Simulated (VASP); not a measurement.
# SiC (P6_3mc) in VASP: single point with PBE

Aim: the single point of SiC with PBE.

Everything below comes from runs of VASP 6.6.1. Logs are shortened: lines on timing, memory, paths and dates and some standing lists are left out, and cuts for length are marked.

### Step 1. The cell of the first run

Symmetry: P6_3mc, No. 186, hexagonal system. Conventional cell: a = 3.076 Å, b = 3.076 Å, c = 5.048 Å, α = 90.00°, β = 90.00°, γ = 120.00°. Si (site symmetry 3m) has 4 C at 1.87 to 1.94 Å within 2.5 Å. C (site symmetry 3m) has 4 Si at 1.87 to 1.94 Å within 2.5 Å.

### Step 2. Single point, PBE

File INCAR:

```
PREC = Accurate
ENCUT = 520
EDIFF = 1E-7
ISMEAR = 0
SIGMA = 0.05
LREAL = Auto
LASPH = T
NELM = 80
ALGO = Normal
ISIF = 2
LWAVE = F
LCHARG = F
GGA = PE
NBANDS = 126
```

File KPOINTS:

```
Automatic mesh
0
Gamma
  2 2 2
```

File POSCAR:

```
SiC
1.0
   -4.6140000000      2.6638940000      5.0480000000
    4.6140000000     -2.6638940000      5.0480000000
    4.6140000000      7.9916820000     -5.0480000000
Si C
24 24
Direct
    0.8333330000      0.1666670000      0.0000000000
    0.3333330000      0.6666670000      0.0000000000
    0.1666660000      0.0000000000      0.1666670000
    0.6666660000      0.5000000000      0.1666670000
    0.5000000000      0.8333340000      0.3333330000
    0.0000000000      0.3333340000      0.3333330000
    0.8333330000      0.6666670000      0.5000000000
    0.3333330000      0.1666670000      0.5000000000
    0.1666660000      0.5000000000      0.6666670000
    0.6666660000      0.0000000000      0.6666670000
    0.5000000000      0.3333340000      0.8333330000
    0.0000000000      0.8333340000      0.8333330000
    0.4166670000      0.0833330000      0.0000000000
    0.9166670000      0.5833330000      0.0000000000
    0.7500000000      0.9166660000      0.1666670000
    0.2500000000      0.4166660000      0.1666670000
    0.0833340000      0.7500000000      0.3333330000
    0.5833340000      0.2500000000      0.3333330000
    0.4166670000      0.5833330000      0.5000000000
    0.9166670000      0.0833330000      0.5000000000
    0.7500000000      0.4166660000      0.6666670000
    0.2500000000      0.9166660000      0.6666670000
    0.0833340000      0.2500000000      0.8333330000
    0.5833340000      0.7500000000      0.8333330000
    0.0258330000      0.3591670000      0.0000000000
    0.5258330000      0.8591670000      0.0000000000
    0.3591660000      0.1925000000      0.1666670000
    0.8591660000      0.6925000000      0.1666670000
    0.6925000000      0.0258340000      0.3333330000
    0.1925000000      0.5258340000      0.3333330000
    0.0258330000      0.8591670000      0.5000000000
    0.5258330000      0.3591670000      0.5000000000
    0.3591660000      0.6925000000      0.6666670000
    0.8591660000      0.1925000000      0.6666670000
    0.6925000000      0.5258340000      0.8333330000
    0.1925000000      0.0258340000      0.8333330000
    0.6091670000      0.2758330000      0.0000000000
    0.1091670000      0.7758330000      0.0000000000
    0.9425000000      0.1091660000      0.1666670000
    0.4425000000      0.6091660000      0.1666670000
    0.2758340000      0.9425000000      0.3333330000
    0.7758340000      0.4425000000      0.3333330000
    0.6091670000      0.7758330000      0.5000000000
    0.1091670000      0.2758330000      0.5000000000
    0.9425000000      0.6091660000      0.6666670000
    0.4425000000      0.1091660000      0.6666670000
    0.2758340000      0.4425000000      0.8333330000
    0.7758340000      0.9425000000      0.8333330000
```

Potentials or basis: VASP PAW PBE potentials, release 64 (Si, C).

The run is started by

```
$ cat potpaw_PBE.64/Si/POTCAR potpaw_PBE.64/C/POTCAR > POTCAR
$ mpirun -np 1 vasp_std > vasp.out
```

OUTCAR:

```text
PREC = Accurate
   ENCUT = 520
   EDIFF = 1E-7
   ISMEAR = 0
   LREAL = Auto
   LASPH = T
   NELM = 80
   ISIF = 2
   GGA = PE

 ion  position               nearest neighbor table
   1  0.833  0.167  0.000-  37 1.87  48 1.87  39 1.87  25 1.94   6 3.08  10 3.08   3 3.08  11 3.08
                            12 3.08   4 3.08  13 3.09  14 3.09  16 3.09  24 3.09  15 3.09  23 3.09
   2  0.333  0.667  0.000-  38 1.87  47 1.87  40 1.87  26 1.94   5 3.08   9 3.08   4 3.08  12 3.08
                            11 3.08   3 3.08  13 3.09  14 3.09  15 3.09  23 3.09  16 3.09  24 3.09
   3  0.167  0.000  0.167-  39 1.87  41 1.87  38 1.87  27 1.94   8 3.08   5 3.08   6 3.08   1 3.08
                             2 3.08  12 3.08  17 3.09  16 3.09  15 3.09  14 3.09  18 3.09  13 3.09
   4  0.667  0.500  0.167-  40 1.87  42 1.87  37 1.87  28 1.94   7 3.08   6 3.08   5 3.08   2 3.08
                             1 3.08  11 3.08  18 3.09  16 3.09  15 3.09  13 3.09  17 3.09  14 3.09
   5  0.500  0.833  0.333-  41 1.87  40 1.87  43 1.87  29 1.94   2 3.08   3 3.08   4 3.08   7 3.08
                             8 3.08  10 3.08  15 3.09  17 3.09  18 3.09  20 3.09  16 3.09  19 3.09
   6  0.000  0.333  0.333-  42 1.87  39 1.87  44 1.87  30 1.94   1 3.08   4 3.08   3 3.08   8 3.08
                             7 3.08   9 3.08  16 3.09  17 3.09  18 3.09  19 3.09  15 3.09  20 3.09
   7  0.833  0.667  0.500-  43 1.87  42 1.87  45 1.87  31 1.94  12 3.08   4 3.08   9 3.08   5 3.08
                             6 3.08  10 3.08  19 3.09  20 3.09  22 3.09  18 3.09  21 3.09  17 3.09
   8  0.333  0.167  0.500-  44 1.87  41 1.87  46 1.87  32 1.94  11 3.08   3 3.08  10 3.08   6 3.08
                             5 3.08   9 3.08  19 3.09  20 3.09  21 3.09  17 3.09  22 3.09  18 3.09
   9  0.167  0.500  0.667-  45 1.87  47 1.87  44 1.87  33 1.94   2 3.08  11 3.08  12 3.08   7 3.08
[... 53 lines left out ...]
  47  0.276  0.443  0.833-  11 1.87   9 1.87   2 1.87  23 1.94
  48  0.776  0.943  0.833-  12 1.87  10 1.87   1 1.87  24 1.94

  LATTYP: Found a face centered orthorhombic cell.
 ALAT       =    10.0960000000
 B/A-ratio  =     1.0554255573
 C/A-ratio  =     1.8280506400

  Lattice vectors:

 A1 = (   9.2280000000,   5.3277880000,   0.0000000000)
 A2 = (   4.6140000000,   7.9916820000,   5.0480000000)
 A3 = (   4.6140000000,  -2.6638940000,   5.0480000000)

Analysis of symmetry for initial positions (statically):
=====================================================================
 Subroutine PRICEL returns following result:

  LATTYP: Found a hexagonal cell.
 ALAT       =     3.0759968010
 C/A-ratio  =     1.6410989577

  Lattice vectors:

 A1 = (   1.5380030760,  -2.6638886722,  -0.0000100960)
 A2 = (  -3.0760015380,  -0.0000026639,   0.0000050480)
 A3 = (   0.0000046140,   0.0000079917,  -5.0480151440)

  12 primitive cells build up your supercell.

 Routine SETGRP: Setting up the symmetry group for a
 face centered orthorhombic supercell.

 Subroutine GETGRP returns: Found  4 space group operations
 (whereof  2 operations were pure point group operations)
 out of a pool of  8 trial point group operations.

The static configuration has the point symmetry C_1h.
 The point group associated with its full space group is C_2v.

Analysis of symmetry for dynamics (positions and initial velocities):
=====================================================================
 Subroutine PRICEL returns following result:

  LATTYP: Found a hexagonal cell.
 ALAT       =     3.0759968010
 C/A-ratio  =     1.6410989577

  Lattice vectors:

 A1 = (   1.5380030760,  -2.6638886722,  -0.0000100960)
 A2 = (  -3.0760015380,  -0.0000026639,   0.0000050480)
 A3 = (   0.0000046140,   0.0000079917,  -5.0480151440)

  12 primitive cells build up your supercell.

 Routine SETGRP: Setting up the symmetry group for a
 face centered orthorhombic supercell.

 Subroutine GETGRP returns: Found  4 space group operations
 (whereof  2 operations were pure point group operations)
 out of a pool of  8 trial point group operations.

The dynamic configuration has the point symmetry C_1h.
 The point group associated with its full space group is C_2v.

[... 19 lines left out ...]
     0.333329000  0.666661000  0.000005000
     0.666666500  0.333334500  0.499999500
     0.333333845  0.666665845  0.615000155
     0.666659345  0.333327345  0.115006655

  ion indices of the primitive-cell ions
   primitive index   ion index
                 1           1
                 2          23
                 3          25
                 4          39

----------------------------------------------------------------------------------------

 KPOINTS: Automatic mesh

Automatic generation of k-mesh.
 Grid dimensions read from file:
 generate k-points for:    2    2    2

 Generating k-lattice:

  Cartesian coordinates                     Fractional coordinates (reciprocal lattice)
    -0.027091461  0.046923789  0.049524564     0.500000000  0.000000000  0.000000000
     0.054182922  0.000000000  0.049524564     0.000000000  0.500000000  0.000000000
     0.027091461  0.046923789  0.000000000     0.000000000  0.000000000  0.500000000

  Length of vectors
     0.073406210  0.073406208  0.054182924

  Shift w.r.t. Gamma in fractional coordinates (k-lattice)
     0.000000000  0.000000000  0.000000000

 Subroutine IBZKPT returns following result:
 ===========================================

 Found      5 irreducible k-points:

 Following reciprocal coordinates:
            Coordinates               Weight
  0.000000  0.000000  0.000000      1.000000
  0.500000  0.000000  0.000000      4.000000
  0.500000  0.500000  0.000000      1.000000
  0.000000 -0.000000  0.500000      1.000000
  0.500000  0.500000  0.500000      1.000000
   k-points           NKPTS =      5   k-points in BZ     NKDIM =      5   number of bands    NBANDS=    126
   number of dos      NEDOS =    301   number of ions     NIONS =     48
   total plane-waves  NPLWV = 250880
   dimension x,y,z NGX =    56 NGY =   56 NGZ =   80
   dimension x,y,z NGXF=   112 NGYF=  112 NGZF=  160
   ions per type =              24  24
   NGX,Y,Z   is equivalent  to a cutoff of  12.68, 12.68, 12.64 a.u.
   NGXF,Y,Z  is equivalent  to a cutoff of  25.37, 25.37, 25.29 a.u.
 SYSTEM =  unknown system
   PREC   = accura    normal or accurate (medium, high low for compatibility)
   ISTART =      0    job   : 0-new  1-cont  2-samecut
   ICHARG =      2    charge: 1-file 2-atom 10-const
   ISPIN  =      1    spin polarized calculation?
   LNONCOLLINEAR =      F non collinear calculations
   LSORBIT =      F    spin-orbit coupling
   LASPH  =      T    aspherical Exc in radial PAW
   ENCUT  =  520.0 eV  38.22 Ry    6.18 a.u.  13.65 13.65 19.56*2*pi/ulx,y,z
   NELM   =     80;   NELMIN=  2; NELMDL= -5     # of ELM steps
   EDIFF  = 0.1E-06   stopping-criterion for ELM
   LREAL  =      T    real-space projection
   EDIFFG = 0.1E-05   stopping-criterion for IOM
   NSW    =      0    number of steps for IOM
   IBRION =     -1    ionic relax: 0-MD 1-quasi-New 2-CG
   NFREE  =      0    steps in history (QN), initial steepest desc. (CG)
   ISIF   =      2    stress and relaxation
   ISYM   =      2    0-nonsym 1-usesym 2-fastsym
   POTIM  = 0.5000    time-step for ionic-motion
   TEBEG  =    0.0;   TEEND  =   0.0 temperature during run
   PSTRESS=    0.0 pullay stress
   NELECT =     192.0000    total number of electrons
   NUPDOWN=      -1.0000    fix difference up-down
   EMIN   =  10.00;   EMAX   =-10.00  energy-range for DOS
   EFERMI =   0.00;   METHOD = LEGACY
   ISMEAR =     0;   SIGMA  =   0.05  broadening in eV -4-tet -1-fermi 0-gaus
   EFERMI_NEDOS =   21; number of points for ismear=-14 and -15
   IALGO  =     38    algorithm
   IMIX   =      4    mixing-type and parameters
     AMIX     =   0.40;   BMIX     =  1.00
     AMIX_MAG =   1.60;   BMIX_MAG =  1.00
  volume/ion in A,a.u.               =      10.34        69.78
  Fermi-wavevector in a.u.,A,eV,Ry     =   1.192817  2.254098 19.358550  1.422813
  Thomas-Fermi vector in A             =   2.328847
   LORBIT       =      0    0 simple, 1 ext, 2 COOP (PROOUT), +10 PAW based schemes
   GGA     = PE    functional components
   LHFCALC =     F    Hartree Fock is set to
   AEXX    =    0.0000 exact exchange contribution
   IVDW    =     0    specifies the selected vdW correction
   LEPSILON=     F    determine dielectric tensor
   LRPA    =     F    only Hartree local field effects (RPA)
 non-spin polarized calculation
 Gauss-broadening in eV      SIGMA  =   0.05
  energy-cutoff  :      520.00
  volume of cell :      496.37
 maximum number of plane-waves:     13395
 NGX is ok and might be reduce to    56
   NGX = 27   NGY = 27   NGZ = 39

 number of electron     192.0000000 magnetization

 Free energy of the ion-electron system (eV)
  ---------------------------------------------------
  ext. energy  EPLUGINS =         0.00000000
  ---------------------------------------------------
  free energy    TOTEN  =      -360.82742082 eV

  energy without entropy =     -360.82742082  energy(sigma->0) =     -360.82742082

 E-fermi :   8.6659     XC(G=0): -11.3484

 val. band max:        8.4099288584   @ k =   0.0000   0.0000   0.0000
 cond. band min:      10.7325115554   @ k =   0.0000   0.0000   0.0000
 fundamental gap:      2.3225826970
 Fermi energy:         8.6659127316

 k-point     1 :       0.0000    0.0000    0.0000
  band No.  band energies     occupation
      1      -7.3153      2.00000
      2      -5.9048      2.00000
      3      -5.9047      2.00000
      4      -4.7694      2.00000
      5      -4.7694      2.00000
      6      -4.7693      2.00000
[... 544 lines left out ...]
    107      13.4046      0.00000
    108      13.4046      0.00000
 [bands above 108 left out]

------------------------ aborting loop because EDIFF is reached ----------------------------------------

  FORCE on cell =-STRESS in cart. coord.  units (eV):
  Direction    XX          YY          ZZ          XY          YZ          ZX
  --------------------------------------------------------------------------------------
  -------------------------------------------------------------------------------------
  Total       16.4540673     16.4946984      0.8422782      0.0351891     -0.0000000     -0.0000000
  in kB       53.1104508     53.2416001      2.7187061      0.1135835     -0.0000000     -0.0000000
  external PRESSURE =      36.3569190 kB  Pullay stress =       0.0000000 kB

 VOLUME and BASIS-vectors are now :
 -----------------------------------------------------------------------------
  energy-cutoff  :      520.00
  volume of cell :      496.37
      direct lattice vectors                 reciprocal lattice vectors
    -4.614000000  2.663894000  5.048000000    -0.054182922  0.093847578  0.099049128
     4.614000000 -2.663894000  5.048000000     0.108365843  0.000000000  0.099049128
     4.614000000  7.991682000 -5.048000000     0.054182922  0.093847578  0.000000000

 POSITION                                       TOTAL-FORCE (eV/Angst)
 -----------------------------------------------------------------------------------
     -3.07600      1.77593      5.04800         0.000165     -0.000096      0.753990
      1.53800     -0.88797      5.04800         0.000165     -0.000096      0.753990
      0.00000      1.77593     -0.00001         0.000165     -0.000096      0.753990
      0.00000      1.77593      5.04799         0.000165     -0.000096      0.753990
      3.07600      1.77592      5.04801         0.000165     -0.000096      0.753990
      3.07600      1.77592      0.00001         0.000165     -0.000096      0.753990
[... 40 lines left out ...]
      4.61400      6.21575     -0.58051        -0.002230      0.001288     -0.753990
      4.61400      6.21575      4.46749        -0.002230      0.001288     -0.753990
 -----------------------------------------------------------------------------------
    total drift:                                0.000343     -0.001595     -0.031977

  FREE ENERGIE OF THE ION-ELECTRON SYSTEM (eV)
  ---------------------------------------------------
  free  energy   TOTEN  =      -360.8274208179 eV

  energy  without entropy=     -360.8274208179  energy(sigma->0) =     -360.82742082
```

Wall time 13 min (1 thread of AMD EPYC 7R43 (Zen 3), shared host); peak memory 0.56 GiB.

Results:

```
Free energy            : -360.8274 eV
Pressure               : 3.6 GPa
Largest force          : 0.754 eV/Å
Band gap on the k mesh : 2.32 eV
```

Forces in eV/Å, atoms in the order of the input:
```
Si   0.000  0.000  0.754
Si   0.000  0.000  0.754
Si   0.000  0.000  0.754
Si   0.000  0.000  0.754
Si   0.000  0.000  0.754
Si   0.000  0.000  0.754
Si   0.000  0.000  0.754
Si   0.000  0.000  0.754
Si   0.000  0.000  0.754
Si   0.000  0.000  0.754
Si   0.000  0.000  0.754
Si   0.000  0.000  0.754
Si   0.000  0.000  0.754
Si   0.000  0.000  0.754
Si   0.000  0.000  0.754
Si   0.000  0.000  0.754
Si   0.000  0.000  0.754
Si   0.000  0.000  0.754
Si   0.000  0.000  0.754
Si   0.000  0.000  0.754
Si   0.000  0.000  0.754
Si   0.000  0.000  0.754
Si   0.000  0.000  0.754
Si   0.000  0.000  0.754
C    0.002 -0.001 -0.754
C    0.002 -0.001 -0.754
C    0.002 -0.001 -0.754
C    0.002 -0.001 -0.754
C    0.002 -0.001 -0.754
C    0.002 -0.001 -0.754
C    0.002 -0.001 -0.754
C    0.002 -0.001 -0.754
C    0.002 -0.001 -0.754
C    0.002 -0.001 -0.754
C    0.002 -0.001 -0.754
C    0.002 -0.001 -0.754
C   -0.002  0.001 -0.754
C   -0.002  0.001 -0.754
C   -0.002  0.001 -0.754
C   -0.002  0.001 -0.754
C   -0.002  0.001 -0.754
C   -0.002  0.001 -0.754
C   -0.002  0.001 -0.754
C   -0.002  0.001 -0.754
C   -0.002  0.001 -0.754
C   -0.002  0.001 -0.754
C   -0.002  0.001 -0.754
C   -0.002  0.001 -0.754
```

Stress tensor (GPa, compression positive):
```
5.31 0.01 0.00
0.01 5.32 0.00
0.00 0.00 0.27
```

Caveat: the k points lie up to 0.46 Å⁻¹ apart. A k mesh can miss the band edges.
